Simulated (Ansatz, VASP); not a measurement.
**Mg: VASP beside Ansatz**

```xyz
1
Lattice="-1.5892 1.5892 1.5892 1.5892 -1.5892 1.5892 1.5892 1.5892 -1.5892" Properties=species:S:1:pos:R:3 pbc="T T T"
Mg    0.0000    0.0000    0.0000
```

Change from the starting cell: volume scaled by 0.7, PAW files.

Alike in both runs: task single point; functional PBE; k mesh 17 × 17 × 17; occupations fermi-dirac, width 0.05 eV; no spin polarisation.

|  | VASP | Ansatz |
| --- | --- | --- |
| version | VASP 6.6.1 | Ansatz 0.2.0 |
| potentials or method | VASP PAW PBE potentials, release 64 (Mg) | PAW with Ansatz's default frozen-core files, scalar-relativistic |
| plane-wave cutoff (eV) | 600 | 420 |
| valence electrons in the cell | 2 | 10 |

|  | VASP | Ansatz | Ansatz less VASP |
| --- | --- | --- | --- |
| pressure (GPa) | 25.4 | 25.3 | -0.09 |

With one functional, cell and mesh, what is left measures potentials, basis and numerics. VASP's potentials hold 2 valence electrons a cell and Ansatz's 10, so a difference there can come from the potentials and not from the codes.
